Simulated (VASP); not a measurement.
# Ta2N (P-3m1) in VASP: further runs

Ta2N is run at these levels: PBE; tasks: relaxation of shape and atoms at fixed volume.

All numbers are computed with VASP 6.6.1; they aren't measurements. Logs are shortened: lines on timing, memory, paths and dates and some standing lists are left out, and cuts for length are marked.

## Step 1: The cell of the first run

It takes space group P-3m1 (No. 164, trigonal). The conventional cell has a = 3.070 Å, b = 3.070 Å, c = 4.833 Å, α = 90.00°, β = 90.00°, γ = 120.00°. Ta (site symmetry 3m) has 3 N at 2.16 Å and 12 Ta at 2.96 to 3.07 Å within 3.1 Å. Within 2.9 Å of N (site symmetry -3m) lie 6 Ta at 2.16 Å.

## Step 2: Relaxation of shape and atoms at fixed volume, PBE (13.15 Å³/atom)

The input, INCAR:

```
SYSTEM = Ta2N
  PREC = Accurate
  ENCUT = 600
  EDIFF = 1E-7
  ISMEAR = 0
  SIGMA = 0.1
  LREAL = .FALSE.
  LASPH = .TRUE.
  NELM = 60
  ALGO = Normal
  ISIF = 4
  LWAVE = .FALSE.
  LCHARG = .FALSE.
  GGA = PE
  IBRION = 2
  NSW = 50
  EDIFFG = -0.01
```

The input, KPOINTS:

```
Automatic mesh
0
G
  18 18 10
  0 0 0
```

The input, POSCAR:

```
Ta2N
1.0
    3.0698132709      0.0000000000      0.0000000000
   -1.5349066354      2.6585362775      0.0000000000
    0.0000000000      0.0000000000      4.8325746491
Ta N
2 1
Direct
    0.6666666667      0.3333333333      0.7449050328
    0.3333333333      0.6666666667      0.2550949672
    0.0000000000      0.0000000000      0.0000000000
```

Potentials or basis: VASP PAW PBE potentials, release 64 (Ta_pv, N).

Command:

```bash
$ cat potpaw_PBE.64/Ta_pv/POTCAR potpaw_PBE.64/N/POTCAR > POTCAR
$ mpirun -np 1 vasp_std > vasp.out
```

OUTCAR:

```text
SYSTEM = Ta2N
   PREC = Accurate
   ENCUT = 600
   EDIFF = 1E-7
   ISMEAR = 0
   LREAL = .FALSE.
   LASPH = .TRUE.
   NELM = 60
   ISIF = 4
   GGA = PE
   IBRION = 2
   NSW = 50
   EDIFFG = -0.01

 ion  position               nearest neighbor table
   1  0.667  0.333  0.745-   3 2.16   3 2.16   3 2.16   2 2.96   2 2.96   2 2.96   2 3.04   2 3.04
                             2 3.04
   2  0.333  0.667  0.255-   3 2.16   3 2.16   3 2.16   1 2.96   1 2.96   1 2.96   1 3.04   1 3.04
                             1 3.04
   3  0.000  0.000  0.000-   1 2.16   2 2.16   2 2.16   1 2.16   1 2.16   2 2.16

  LATTYP: Found a hexagonal cell.
 ALAT       =     3.0698132709
 C/A-ratio  =     1.5742243005

  Lattice vectors:

 A1 = (   3.0698132709,   0.0000000000,   0.0000000000)
 A2 = (  -1.5349066354,   2.6585362775,   0.0000000000)
 A3 = (   0.0000000000,   0.0000000000,   4.8325746491)

Analysis of symmetry for initial positions (statically):
=====================================================================
 Subroutine PRICEL returns:
 Original cell was already a primitive cell.

 Routine SETGRP: Setting up the symmetry group for a
 hexagonal supercell.

 Subroutine GETGRP returns: Found 12 space group operations
 (whereof 12 operations were pure point group operations)
 out of a pool of 24 trial point group operations.

The static configuration has the point symmetry D_3d.

Analysis of symmetry for dynamics (positions and initial velocities):
=====================================================================
 Subroutine PRICEL returns:
 Original cell was already a primitive cell.

 Routine SETGRP: Setting up the symmetry group for a
 hexagonal supercell.

 Subroutine GETGRP returns: Found 12 space group operations
 (whereof 12 operations were pure point group operations)
 out of a pool of 24 trial point group operations.

The dynamic configuration has the point symmetry D_3d.

 Subroutine INISYM returns: Found 12 space group operations
 (whereof 12 operations are pure point group operations),
 and found     1 'primitive' translations

----------------------------------------------------------------------------------------

                                     Primitive cell

  volume of cell :      39.4397

  direct lattice vectors                    reciprocal lattice vectors
     3.069813271  0.000000000  0.000000000     0.325752713  0.188073416  0.000000000
    -1.534906635  2.658536278  0.000000000     0.000000000  0.376146833  0.000000000
     0.000000000  0.000000000  4.832574649     0.000000000  0.000000000  0.206929033

  length of vectors
     3.069813271  3.069813271  4.832574649     0.376146833  0.376146833  0.206929033

  position of ions in fractional coordinates (direct lattice)
     0.666666667  0.333333333  0.744905033
     0.333333333  0.666666667  0.255094967
     0.000000000  0.000000000  0.000000000

  ion indices of the primitive-cell ions
   primitive index   ion index
                 1           1
                 2           2
                 3           3

----------------------------------------------------------------------------------------

 KPOINTS: Automatic mesh

Automatic generation of k-mesh.
 Grid dimensions read from file:
 generate k-points for:   18   18   10

 Generating k-lattice:

  Cartesian coordinates                     Fractional coordinates (reciprocal lattice)
     0.018097373  0.010448523  0.000000000     0.055555556  0.000000000  0.000000000
     0.000000000  0.020897046  0.000000000     0.000000000  0.055555556  0.000000000
     0.000000000  0.000000000  0.020692903     0.000000000  0.000000000  0.100000000

  Length of vectors
     0.020897046  0.020897046  0.020692903

  Shift w.r.t. Gamma in fractional coordinates (k-lattice)
     0.000000000  0.000000000  0.000000000

 Subroutine IBZKPT returns following result:
 ===========================================

 Found    330 irreducible k-points:

 Following reciprocal coordinates:
            Coordinates               Weight
  0.000000  0.000000  0.000000      1.000000
  0.055556 -0.000000  0.000000      6.000000
  0.111111 -0.000000  0.000000      6.000000
  0.166667 -0.000000  0.000000      6.000000
  0.222222 -0.000000  0.000000      6.000000
  0.277778 -0.000000  0.000000      6.000000
[... 16 lines left out ...]
  0.333333  0.111111  0.000000     12.000000
  0.388889  0.111111  0.000000     12.000000
 [... further k-points ...]
   k-points           NKPTS =    330   k-points in BZ     NKDIM =    330   number of bands    NBANDS=     17
   number of dos      NEDOS =    301   number of ions     NIONS =      3
   total plane-waves  NPLWV =  31360
   dimension x,y,z NGX =    28 NGY =   28 NGZ =   40
   dimension x,y,z NGXF=    56 NGYF=   56 NGZF=   80
   ions per type =               2   1
   NGX,Y,Z   is equivalent  to a cutoff of  15.16, 15.16, 13.76 a.u.
   NGXF,Y,Z  is equivalent  to a cutoff of  30.33, 30.33, 27.52 a.u.
 SYSTEM =  Ta2N
   PREC   = accura    normal or accurate (medium, high low for compatibility)
   ISTART =      0    job   : 0-new  1-cont  2-samecut
   ICHARG =      2    charge: 1-file 2-atom 10-const
   ISPIN  =      1    spin polarized calculation?
   LNONCOLLINEAR =      F non collinear calculations
   LSORBIT =      F    spin-orbit coupling
   LASPH  =      T    aspherical Exc in radial PAW
   ENCUT  =  600.0 eV  44.10 Ry    6.64 a.u.   6.13  6.13  9.65*2*pi/ulx,y,z
   NELM   =     60;   NELMIN=  2; NELMDL= -5     # of ELM steps
   EDIFF  = 0.1E-06   stopping-criterion for ELM
   LREAL  =      F    real-space projection
   EDIFFG = -.1E-01   stopping-criterion for IOM
   NSW    =     50    number of steps for IOM
   IBRION =      2    ionic relax: 0-MD 1-quasi-New 2-CG
   NFREE  =      1    steps in history (QN), initial steepest desc. (CG)
   ISIF   =      4    stress and relaxation
   ISYM   =      2    0-nonsym 1-usesym 2-fastsym
   POTIM  = 0.5000    time-step for ionic-motion
   TEBEG  =    0.0;   TEEND  =   0.0 temperature during run
   PSTRESS=    0.0 pullay stress
   NELECT =      27.0000    total number of electrons
   NUPDOWN=      -1.0000    fix difference up-down
   EMIN   =  10.00;   EMAX   =-10.00  energy-range for DOS
   EFERMI =   0.00;   METHOD = LEGACY
   ISMEAR =     0;   SIGMA  =   0.10  broadening in eV -4-tet -1-fermi 0-gaus
   EFERMI_NEDOS =   21; number of points for ismear=-14 and -15
   IALGO  =     38    algorithm
   IMIX   =      4    mixing-type and parameters
     AMIX     =   0.40;   BMIX     =  1.00
     AMIX_MAG =   1.60;   BMIX_MAG =  1.00
  volume/ion in A,a.u.               =      13.15        88.72
  Fermi-wavevector in a.u.,A,eV,Ry     =   1.442841  2.726574 28.324462  2.081789
  Thomas-Fermi vector in A             =   2.561316
   LORBIT       =      0    0 simple, 1 ext, 2 COOP (PROOUT), +10 PAW based schemes
   GGA     = PE    functional components
   LHFCALC =     F    Hartree Fock is set to
   AEXX    =    0.0000 exact exchange contribution
   IVDW    =     0    specifies the selected vdW correction
   LEPSILON=     F    determine dielectric tensor
   LRPA    =     F    only Hartree local field effects (RPA)
 conjugate gradient relaxation of ions
 non-spin polarized calculation
 Gauss-broadening in eV      SIGMA  =   0.10
  energy-cutoff  :      600.00
  volume of cell :       39.44
 maximum number of plane-waves:      1334
 NGX is ok and might be reduce to    28
   NGX = 13   NGY = 13   NGZ = 19

--------------------------------------- Ionic step        1  -------------------------------------------

 number of electron      27.0000000 magnetization

 Free energy of the ion-electron system (eV)
  ---------------------------------------------------
  ext. energy  EPLUGINS =         0.00000000
  ---------------------------------------------------
  free energy    TOTEN  =       -34.35100629 eV

  energy without entropy =      -34.34467479  energy(sigma->0) =      -34.34784054

------------------------ aborting loop because EDIFF is reached ----------------------------------------

  FORCE on cell =-STRESS in cart. coord.  units (eV):
  Direction    XX          YY          ZZ          XY          YZ          ZX
  --------------------------------------------------------------------------------------
  -------------------------------------------------------------------------------------
  Total        2.3676200      2.3676200      2.3848695      0.0000000      0.0000000      0.0000000
  in kB       96.1810363     96.1810363     96.8817751      0.0000000      0.0000000      0.0000000
  external PRESSURE =      96.4146159 kB  Pullay stress =       0.0000000 kB
[... 133 lines left out ...]
  energy  without entropy=      -34.3473557134  energy(sigma->0) =      -34.35030586

--------------------------------------- Ionic step        5  -------------------------------------------

 number of electron      26.9999999 magnetization

 Free energy of the ion-electron system (eV)
  ---------------------------------------------------
  ext. energy  EPLUGINS =         0.00000000
  ---------------------------------------------------
  free energy    TOTEN  =       -34.35329268 eV

  energy without entropy =      -34.34742010  energy(sigma->0) =      -34.35035639

 E-fermi :   7.7992     XC(G=0): -13.0385

 val. band max:        7.7928648804   @ k =   0.1667   0.0556   0.1000
 cond. band min:       7.8006267919   @ k =   0.1111  -0.0000   0.1000
 fundamental gap:      0.0077619115
 Fermi energy:         7.7991860211

 k-point     1 :       0.0000    0.0000    0.0000
  band No.  band energies     occupation
      1     -27.8884      2.00000
      2     -27.0608      2.00000
      3     -27.0608      2.00000
      4     -26.9267      2.00000
      5     -26.9267      2.00000
      6     -26.8286      2.00000
[... 9 lines left out ...]
     16       8.1960      0.00000
     17       8.1960      0.00000
[... 443 lines left out ...]
      1     -27.7413      2.00000
      2     -27.5321      2.00000
      3     -27.4123      2.00000
      4     -27.3123      2.00000
      5     -27.0752      2.00000
      6     -27.0665      2.00000
[... 9 lines left out ...]
     16      11.1214      0.00000
     17      11.7797      0.00000

 [... further k-points ...]

------------------------ aborting loop because EDIFF is reached ----------------------------------------

  FORCE on cell =-STRESS in cart. coord.  units (eV):
  Direction    XX          YY          ZZ          XY          YZ          ZX
  --------------------------------------------------------------------------------------
  -------------------------------------------------------------------------------------
  Total        2.2545064      2.2545064      2.2580505      0.0000000      0.0000000      0.0000000
  in kB       91.5859662     91.5859662     91.7299418      0.0000000      0.0000000      0.0000000
  external PRESSURE =      91.6339581 kB  Pullay stress =       0.0000000 kB
[... 18 lines left out ...]
  FREE ENERGIE OF THE ION-ELECTRON SYSTEM (eV)
  ---------------------------------------------------
  free  energy   TOTEN  =       -34.3532926803 eV

  energy  without entropy=      -34.3474200985  energy(sigma->0) =      -34.35035639

 reached required accuracy - stopping structural energy minimisation
```

Wall time 24 min (1 thread of Oxide Virtual Turin-like, shared host); peak memory 0.36 GiB.

Results:

* Free energy: -34.3533 eV
* Energy gained by relaxing: 0.8 meV/atom
* Ionic steps: 5
* Pressure after relaxing: 9.2 GPa
* Largest force after relaxing: 0.005 eV/Å
* Band gap on the k mesh: zero (an odd number of electrons rules out a gap without spin polarisation)

Forces in eV/Å, atoms in the order of the input:
```
Ta   0.000  0.000  0.005
Ta   0.000  0.000 -0.005
N    0.000  0.000  0.000
```

Step by step:
```
step  energy change (eV)  largest force (eV/Å)  pressure (GPa)  volume (Å³)
   1              0.0000                0.2314            9.64        39.44
   2             -0.0018                0.0816            9.11        39.44
   3             -0.0020                0.0015            9.23        39.44
   4             -0.0022                0.0038            9.18        39.44
   5             -0.0023                0.0049            9.16        39.44
```

Final structure:
```
Ta N
1.0
     3.06523    0.00000    0.00000
    -1.53262    2.65457    0.00000
     0.00000    0.00000    4.84704
Ta N
2 1
Cartesian
  1.5326 0.8849 3.6010
  0.0000 1.7697 1.2461
  0.0000 0.0000 0.0000
```

Levels at points of the mesh, in eV from the Fermi level:
| k point | band 9 | band 10 | band 11 | band 12 | band 13 | band 14 | band 15 | band 16 | band 17 |
| --- | --- | --- | --- | --- | --- | --- | --- | --- | --- |
| (0.00, 0.00, 0.00) | -6.07 | -6.07 | -5.00 | -0.77 | -0.24 | -0.24 | 0.21 | 0.40 | 0.40 |
| (0.50, 0.00, 0.00) | -6.70 | -6.43 | -4.73 | -2.65 | -1.31 | 1.66 | 2.06 | 4.01 | 4.22 |
| (0.00, 0.00, 0.50) | -6.25 | -6.25 | -3.11 | -2.65 | -1.11 | -1.11 | 1.81 | 2.21 | 2.45 |
| (0.50, 0.00, 0.50) | -6.86 | -6.14 | -3.39 | -2.17 | -2.11 | -0.44 | 0.72 | 3.59 | 3.85 |

Caveat: spin-orbit coupling is left out, which moves the levels of the heavy elements.

## Step 3: Relaxation of shape and atoms at fixed volume, PBE (13.96 Å³/atom)

This run uses another cell than the first one, of 13.96 Å³/atom.

The input, INCAR:

```
SYSTEM = Ta2N
PREC = Accurate
ENCUT = 600
EDIFF = 1E-6
ISMEAR = 0
SIGMA = 0.1
LREAL = .FALSE.
LASPH = .TRUE.
NELM = 100
ALGO = Normal
ISIF = 4
LWAVE = .FALSE.
LCHARG = .FALSE.
GGA = PE
IBRION = 2
NSW = 50
EDIFFG = -0.01
```

KPOINTS is that of step 2.

The input, POSCAR:

```
Ta2N
1.0
    3.1318464138      0.0000000000      0.0000000000
   -1.5659232069      2.7122585551      0.0000000000
    0.0000000000      0.0000000000      4.9302287301
Ta N
2 1
Direct
    0.6666666667      0.3333333333      0.7449050328
    0.3333333333      0.6666666667      0.2550949672
    0.0000000000      0.0000000000      0.0000000000
```

Potentials or basis: VASP PAW PBE potentials, release 64 (Ta_pv, N).

Command:

```bash
$ cat potpaw_PBE.64/Ta_pv/POTCAR potpaw_PBE.64/N/POTCAR > POTCAR
$ mpirun -np 1 vasp_std > vasp.out
```

Wall time 13 min (1 thread of Oxide Virtual Turin-like, shared host); peak memory 0.37 GiB.

The run converged. Its results:

```yaml
Free_energy: -34.3633 eV
Energy_gained_by_relaxing: 0.3 meV/atom
Ionic_steps: 4
Pressure_after_relaxing: -7.2 GPa
Band_gap_on_the_k_mesh: zero (an odd number of electrons rules out a gap without spin polarisation)
```

Stress tensor (GPa, compression positive):
```
-7.16  0.00  0.00
 0.00 -7.16  0.00
 0.00  0.00 -7.30
```

The path:
```csv
step,energy change (eV),largest force (eV/Å),pressure (GPa),volume (Å³)
1,0.0000,0.1157,-7.51,41.88
2,-0.0007,0.0065,-7.28,41.88
3,-0.0007,0.0042,-7.24,41.88
4,-0.0009,0.0003,-7.21,41.88
```

Final structure:
```
CELL_PARAMETERS angstrom
3.13520 0.00000 0.00000
-1.56760 2.71516 0.00000
0.00000 0.00000 4.91969
ATOMIC_POSITIONS crystal
Ta 0.66667 0.33333 0.74630
Ta 0.33333 0.66667 0.25370
N 0.00000 0.00000 0.00000
```

Levels at points of the mesh, in eV from the Fermi level:
| k point | band 9 | band 10 | band 11 | band 12 | band 13 | band 14 | band 15 | band 16 | band 17 |
| --- | --- | --- | --- | --- | --- | --- | --- | --- | --- |
| (0.00, 0.00, 0.00) | -5.93 | -5.93 | -4.97 | -0.65 | -0.23 | -0.23 | 0.29 | 0.29 | 0.30 |
| (0.50, 0.00, 0.00) | -6.41 | -6.23 | -4.39 | -2.57 | -1.39 | 1.69 | 1.84 | 3.56 | 3.83 |
| (0.00, 0.00, 0.50) | -6.09 | -6.09 | -2.78 | -2.66 | -1.06 | -1.06 | 1.71 | 1.75 | 2.18 |
| (0.50, 0.00, 0.50) | -6.54 | -6.00 | -3.21 | -2.14 | -2.10 | -0.23 | 0.74 | 3.16 | 3.39 |

Caveat: spin-orbit coupling is left out, which moves the levels of the heavy elements.
